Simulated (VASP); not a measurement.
# Eu2O3 (P-3m1) in VASP: single point with PBEsol+D3(BJ)

Aim: the single point of Eu2O3 with PBEsol+D3(BJ).

Program: VASP 6.6.1. These are calculated values, not measurements. Logs are shortened: lines on timing, memory, paths and dates and some standing lists are left out, and cuts for length are marked.

## 1. The cell of the first run

The structure is trigonal, space group P-3m1 (No. 164). The conventional cell has a = 3.714 Å, b = 3.714 Å, c = 5.717 Å, α = 90.00°, β = 90.00°, γ = 120.00°. Within 3.0 Å of Eu (site symmetry 3m) lie 7 O at 2.23 to 2.55 Å. O (site symmetry -3m) has 6 Eu at 2.55 Å and 6 O at 2.93 Å within 3.4 Å. Within 3.0 Å of O (site symmetry 3m) lie 4 Eu at 2.23 to 2.33 Å and 6 O at 2.74 to 2.93 Å.

## 2. Single point, PBEsol+D3(BJ), collinear spin, ferromagnetic start

Input file INCAR:

```
ALGO = Normal
EDIFF = 1E-7
ENCUT = 520
GGA = PS
ISIF = 2
ISMEAR = -1
ISPIN = 2
IVDW = 12
LASPH = True
LCHARG = False
LMAXMIX = 6
LORBIT = 11
LREAL = False
LWAVE = False
MAGMOM = 4.9 4.9 0 0 0
NBANDS = 38
NELM = 150
PREC = Accurate
SIGMA = 0.01
```

Input file KPOINTS:

```
k-points
0
Gamma
  10 10 6
```

Input file POSCAR:

```
Eu2O3
1.0
    3.7138639714      0.0000000000      0.0000000000
   -1.8569319857      3.2163005454      0.0000000000
    0.0000000000      0.0000000000      5.7168171145
Eu O
2 3
Direct
    0.6666666667      0.3333333333      0.7581500300
    0.3333333333      0.6666666667      0.2418499700
    0.0000000000      0.0000000000      0.0000000000
    0.6666666667      0.3333333333      0.3504794591
    0.3333333333      0.6666666667      0.6495205409
```

Potentials or basis: VASP PAW PBE potentials, release 64 (Eu, O).

Started as:

```sh
> cat potpaw_PBE.64/Eu/POTCAR potpaw_PBE.64/O/POTCAR > POTCAR
> mpirun -np 1 vasp_std > vasp.out
```

OUTCAR:

```text
EDIFF = 1E-7
   ENCUT = 520
   GGA = PS
   ISIF = 2
   ISMEAR = -1
   ISPIN = 2
   IVDW = 12
   LASPH = True
   LORBIT = 11
   LREAL = False
   NELM = 150
   PREC = Accurate
 IVDW          = 12

 ion  position               nearest neighbor table
   1  0.667  0.333  0.758-   5 2.23   5 2.23   5 2.23   4 2.33   3 2.55   3 2.55   3 2.55   2 3.50
                             2 3.50   2 3.50
   2  0.333  0.667  0.242-   4 2.23   4 2.23   4 2.23   5 2.33   3 2.55   3 2.55   3 2.55   1 3.50
                             1 3.50   1 3.50
   3  0.000  0.000  0.000-   1 2.55   2 2.55   2 2.55   1 2.55   1 2.55   2 2.55
   4  0.667  0.333  0.350-   2 2.23   2 2.23   2 2.23   1 2.33
   5  0.333  0.667  0.650-   1 2.23   1 2.23   1 2.23   2 2.33

  LATTYP: Found a hexagonal cell.
 ALAT       =     3.7138639714
 C/A-ratio  =     1.5393178529

  Lattice vectors:

 A1 = (   3.7138639714,   0.0000000000,   0.0000000000)
 A2 = (  -1.8569319857,   3.2163005454,   0.0000000000)
 A3 = (   0.0000000000,   0.0000000000,   5.7168171145)

Analysis of symmetry for initial positions (statically):
=====================================================================
 Subroutine PRICEL returns:
 Original cell was already a primitive cell.

 Routine SETGRP: Setting up the symmetry group for a
 hexagonal supercell.

 Subroutine GETGRP returns: Found 12 space group operations
 (whereof 12 operations were pure point group operations)
 out of a pool of 24 trial point group operations.

The static configuration has the point symmetry D_3d.

Analysis of symmetry for dynamics (positions and initial velocities):
=====================================================================
 Subroutine PRICEL returns:
 Original cell was already a primitive cell.

 Routine SETGRP: Setting up the symmetry group for a
 hexagonal supercell.

 Subroutine GETGRP returns: Found 12 space group operations
 (whereof 12 operations were pure point group operations)
 out of a pool of 24 trial point group operations.

The dynamic configuration has the point symmetry D_3d.

Analysis of structural, dynamic, and magnetic symmetry:
=====================================================================
 Subroutine PRICEL returns:
 Original cell was already a primitive cell.

 Routine SETGRP: Setting up the symmetry group for a
 hexagonal supercell.

 Subroutine GETGRP returns: Found 12 space group operations
 (whereof 12 operations were pure point group operations)
 out of a pool of 24 trial point group operations.

The overall configuration has the point symmetry D_3d.

 Subroutine INISYM returns: Found 12 space group operations
 (whereof 12 operations are pure point group operations),
 and found     1 'primitive' translations

----------------------------------------------------------------------------------------

                                     Primitive cell

  volume of cell :      68.2868

  direct lattice vectors                    reciprocal lattice vectors
     3.713863971  0.000000000  0.000000000     0.269261343  0.155458109  0.000000000
    -1.856931986  3.216300545  0.000000000     0.000000000  0.310916218  0.000000000
     0.000000000  0.000000000  5.716817115     0.000000000  0.000000000  0.174922510

  length of vectors
     3.713863971  3.713863971  5.716817115     0.310916218  0.310916218  0.174922510

  position of ions in fractional coordinates (direct lattice)
     0.666666667  0.333333333  0.758150030
     0.333333333  0.666666667  0.241849970
     0.000000000  0.000000000  0.000000000
     0.666666667  0.333333333  0.350479459
     0.333333333  0.666666667  0.649520541

  ion indices of the primitive-cell ions
   primitive index   ion index
                 1           1
                 2           2
                 3           3
                 4           4
                 5           5

----------------------------------------------------------------------------------------
[... 29 lines left out ...]
  0.200000 -0.000000  0.000000      6.000000
  0.300000 -0.000000  0.000000      6.000000
  0.400000 -0.000000  0.000000      6.000000
  0.500000  0.000000  0.000000      3.000000
[... 16 lines left out ...]
  0.000000  0.400000  0.166667      6.000000
  0.500000  0.000000  0.166667      6.000000
 [... further k-points ...]
   k-points           NKPTS =     72   k-points in BZ     NKDIM =     72   number of bands    NBANDS=     38
   number of dos      NEDOS =    301   number of ions     NIONS =      5
   total plane-waves  NPLWV =  37632
   dimension x,y,z NGX =    28 NGY =   28 NGZ =   48
   dimension x,y,z NGXF=    56 NGYF=   56 NGZF=   96
   ions per type =               2   3
   NGX,Y,Z   is equivalent  to a cutoff of  12.53, 12.53, 13.96 a.u.
   NGXF,Y,Z  is equivalent  to a cutoff of  25.07, 25.07, 27.92 a.u.
 SYSTEM =  unknown system
   PREC   = accura    normal or accurate (medium, high low for compatibility)
   ISTART =      0    job   : 0-new  1-cont  2-samecut
   ICHARG =      2    charge: 1-file 2-atom 10-const
   ISPIN  =      2    spin polarized calculation?
   LNONCOLLINEAR =      F non collinear calculations
   LSORBIT =      F    spin-orbit coupling
   LASPH  =      T    aspherical Exc in radial PAW
   ENCUT  =  520.0 eV  38.22 Ry    6.18 a.u.   6.91  6.91 10.63*2*pi/ulx,y,z
   NELM   =    150;   NELMIN=  2; NELMDL= -5     # of ELM steps
   EDIFF  = 0.1E-06   stopping-criterion for ELM
   LREAL  =      F    real-space projection
   EDIFFG = 0.1E-05   stopping-criterion for IOM
   NSW    =      0    number of steps for IOM
   IBRION =     -1    ionic relax: 0-MD 1-quasi-New 2-CG
   NFREE  =      0    steps in history (QN), initial steepest desc. (CG)
   ISIF   =      2    stress and relaxation
   ISYM   =      2    0-nonsym 1-usesym 2-fastsym
   POTIM  = 0.5000    time-step for ionic-motion
   TEBEG  =    0.0;   TEEND  =   0.0 temperature during run
   PSTRESS=    0.0 pullay stress
   NELECT =      52.0000    total number of electrons
   NUPDOWN=      -1.0000    fix difference up-down
   EMIN   =  10.00;   EMAX   =-10.00  energy-range for DOS
   EFERMI =   0.00;   METHOD = LEGACY
   ISMEAR =    -1;   SIGMA  =   0.01  broadening in eV -4-tet -1-fermi 0-gaus
   EFERMI_NEDOS =   21; number of points for ismear=-14 and -15
   IALGO  =     38    algorithm
   IMIX   =      4    mixing-type and parameters
     AMIX     =   0.40;   BMIX     =  1.00
     AMIX_MAG =   1.60;   BMIX_MAG =  1.00
  volume/ion in A,a.u.               =      13.66        92.16
  Fermi-wavevector in a.u.,A,eV,Ry     =   1.494963  2.825070 30.407837  2.234913
  Thomas-Fermi vector in A             =   2.607168
   LORBIT       =     11    0 simple, 1 ext, 2 COOP (PROOUT), +10 PAW based schemes
   GGA     = PS    functional components
   LHFCALC =     F    Hartree Fock is set to
   AEXX    =    0.0000 exact exchange contribution
   IVDW    =    12    specifies the selected vdW correction
   LEPSILON=     F    determine dielectric tensor
   LRPA    =     F    only Hartree local field effects (RPA)
 spin polarized calculation
  energy-cutoff  :      520.00
  volume of cell :       68.29
 maximum number of plane-waves:      1858
   NGX = 13   NGY = 13   NGZ = 21

 number of electron      52.0000000 magnetization       9.8000000

 number of electron      51.9999998 magnetization      11.9999974

 Free energy of the ion-electron system (eV)
  ---------------------------------------------------
  ext. energy  EPLUGINS =         0.00000000
  ---------------------------------------------------
  free energy    TOTEN  =       -53.94183803 eV

  energy without entropy =      -53.93838257  energy(sigma->0) =      -53.94011030

 E-fermi :   3.1641     XC(G=0): -11.7103

 val. band max:        3.1634746130   @ k =   0.1000   0.1000   0.0000
 cond. band min:       3.1642847466   @ k =   0.2000  -0.0000   0.5000
 fundamental gap:      0.0008101336
 Fermi energy:         3.1641425453

 spin component 1

 k-point     1 :       0.0000    0.0000    0.0000
  band No.  band energies     occupation
      1     -37.3412      1.00000
      2     -37.2182      1.00000
      3     -17.3741      1.00000
      4     -15.7322      1.00000
      5     -15.7322      1.00000
      6     -15.5568      1.00000
[... 973 lines left out ...]
     37       8.7843      0.00000
     38       9.1854      0.00000

 [... further k-points ...]

 spin component 2

 k-point     1 :       0.0000    0.0000    0.0000
  band No.  band energies     occupation
      1     -34.6269      1.00000
      2     -34.4664      1.00000
      3     -16.2985      1.00000
      4     -14.1194      1.00000
      5     -13.8875      1.00000
      6     -13.7812      1.00000
[... 973 lines left out ...]
     37       9.6285      0.00000
     38       9.9732      0.00000

 [... further k-points ...]

------------------------ aborting loop because EDIFF is reached ----------------------------------------

 Edisp (eV)   -1.31499

 E8    (eV) :    -0.9294

  FORCE on cell =-STRESS in cart. coord.  units (eV):
  Direction    XX          YY          ZZ          XY          YZ          ZX
  --------------------------------------------------------------------------------------
  -------------------------------------------------------------------------------------
  Total       0.23389     0.23389     0.13509     0.00000     0.00000     0.00000
  in kB       5.48765     5.48765     3.16957     0.00000     0.00000     0.00000
  external pressure =        4.71 kB  Pullay stress =        0.00 kB

 VOLUME and BASIS-vectors are now :
 -----------------------------------------------------------------------------
  energy-cutoff  :      520.00
  volume of cell :       68.29
      direct lattice vectors                 reciprocal lattice vectors
     3.713863971  0.000000000  0.000000000     0.269261343  0.155458109  0.000000000
    -1.856931986  3.216300545  0.000000000     0.000000000  0.310916218  0.000000000
     0.000000000  0.000000000  5.716817115     0.000000000  0.000000000  0.174922510

 POSITION                                       TOTAL-FORCE (eV/Angst)
 -----------------------------------------------------------------------------------
      1.85693      1.07210      4.33421         0.000000     -0.000000      0.044957
     -0.00000      2.14420      1.38261         0.000000      0.000000     -0.044957
      0.00000      0.00000      0.00000         0.000000      0.000000     -0.000000
      1.85693      1.07210      2.00363         0.000000     -0.000000      0.010713
     -0.00000      2.14420      3.71319        -0.000000      0.000000     -0.010713
 -----------------------------------------------------------------------------------
    total drift:                               -0.000000      0.000000      0.000000

  FREE ENERGIE OF THE ION-ELECTRON SYSTEM (eV)
  ---------------------------------------------------
  free  energy   TOTEN  =       -55.2568311214 eV

  energy  without entropy=      -55.2533756579  energy(sigma->0) =      -55.25510339

 total charge

# of ion       s       p       d       f       tot
--------------------------------------------------
    1        2.045   5.744   0.609   6.266  14.664
    2        2.045   5.744   0.609   6.266  14.664
    3        1.556   3.377   0.000   0.000   4.933
    4        1.567   3.466   0.000   0.000   5.033
    5        1.567   3.466   0.000   0.000   5.033
--------------------------------------------------
tot          8.780  21.795   1.217  12.532  44.325

 magnetization (x)

# of ion       s       p       d       f       tot
--------------------------------------------------
    1       -0.007  -0.091   0.077   6.061   6.039
    2       -0.007  -0.091   0.077   6.061   6.039
    3       -0.004  -0.171   0.000   0.000  -0.175
    4       -0.005  -0.126   0.000   0.000  -0.131
    5       -0.005  -0.126   0.000   0.000  -0.131
--------------------------------------------------
tot         -0.028  -0.605   0.153  12.122  11.642
```

Wall time 37 min (1 thread of Intel Xeon 8259CL, shared host); peak memory 0.44 GiB.

Results:

| Item | Value |
| --- | --- |
| Free energy | -55.2568 eV |
| Pressure | 0.5 GPa |
| Largest force | 0.045 eV/Å |
| Band gap on the k mesh | zero (filled and empty bands overlap) |
| Net moment | 12.00 μB per cell |
| Site moments | Eu +6.04; O -0.17, -0.13 (each value once) μB |
| Valence electrons inside the program's atomic spheres | Eu 14.66; O 4.93, 5.03 (each value once) |
| Dispersion energy per atom | -0.263 eV |

Forces on the atoms (eV/Å):
```
Eu   0.000  0.000  0.045
Eu   0.000  0.000 -0.045
O    0.000  0.000  0.000
O    0.000  0.000  0.011
O    0.000  0.000 -0.011
```

Stress tensor (GPa, compression positive):
```
0.55 0.00 0.00
0.00 0.55 0.00
0.00 0.00 0.32
```

Levels at points of the mesh, in eV from the Fermi level:
Spin up:
| k point | band 29 | band 30 | band 31 | band 32 | band 33 | band 34 | band 35 | band 36 |
| --- | --- | --- | --- | --- | --- | --- | --- | --- |
| (0.00, 0.00, 0.00) | -0.36 | -0.25 | -0.02 | 0.24 | 0.24 | 0.28 | 3.92 | 4.09 |
| (0.50, 0.00, 0.00) | -0.33 | -0.22 | -0.11 | -0.01 | 0.08 | 0.30 | 3.58 | 5.18 |
| (0.00, 0.00, 0.50) | -0.35 | -0.31 | -0.11 | 0.19 | 0.22 | 0.22 | 4.77 | 4.77 |
| (0.50, 0.00, 0.50) | -0.35 | -0.33 | -0.12 | -0.08 | 0.01 | 0.17 | 4.79 | 4.79 |
Spin down:
```tsv
k point	band 16	band 17	band 18	band 19	band 20	band 21	band 22	band 23	band 24	band 25
(0.00, 0.00, 0.00)	-3.50	-3.41	-1.75	-1.75	-1.36	3.38	3.76	3.76	3.90	4.03
(0.50, 0.00, 0.00)	-2.49	-2.08	-1.96	-1.86	-1.64	3.20	3.64	3.89	3.93	3.95
(0.00, 0.00, 0.50)	-3.14	-2.43	-2.33	-1.73	-1.73	3.64	3.70	3.77	3.77	4.04
(0.50, 0.00, 0.50)	-2.68	-2.42	-2.16	-1.72	-1.40	3.48	3.57	3.83	3.93	3.99
```

Caveat: the PAW data sets were made with another functional, which shifts forces and pressure a little; spin-orbit coupling is left out, which moves the levels of the heavy elements; semilocal functionals describe open f shells poorly, which spoils levels, moments and volumes.
